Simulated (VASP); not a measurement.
CuO:

```
Cu O
1.0
     0.00000    2.11656    2.11656
     2.11656    0.00000    2.11656
     2.11656    2.11656    0.00000
Cu O
1 1
Direct
  0.02950 0.02810 0.90803
  0.47050 0.47190 0.59197
```

Program: VASP 6.6.1. Alike in all runs: task single point; no spin polarisation; cell as given; cutoff (eV) 520; smearing fermi-dirac 0.05 eV.

Task: Order these runs on this cell by their pressure, lowest first.
A. level PBE+U; potentials or basis VASP PAW PBE potentials, release 64 (Cu, O); U Cu d U = 5.3 eV; k mesh 11 × 11 × 11
B. level PBEsol+U; potentials or basis VASP PAW PBE potentials, release 64 (Cu, O); U Cu d U = 4.5 eV; k mesh 11 × 11 × 11
C. level PBE; potentials or basis VASP PAW PBE potentials, release 64 (Cu, O); k mesh 6 × 6 × 6
D. level LDA+U; potentials or basis VASP PAW LDA potentials, release 64 (Cu, O); U Cu d U = 5.3 eV; k mesh 11 × 11 × 11

Result: D (-3.6 GPa), B (4.6 GPa), A (13.4 GPa), C (19.3 GPa).

Caveats: some runs use coarse meshes; an odd number of electrons without spin polarisation forces a metal; a magnetic or distorted state may lie lower; U without spin polarisation on a metal has little footing (some runs); the PAW data sets were made with another functional, which shifts forces and pressure a little (some runs).
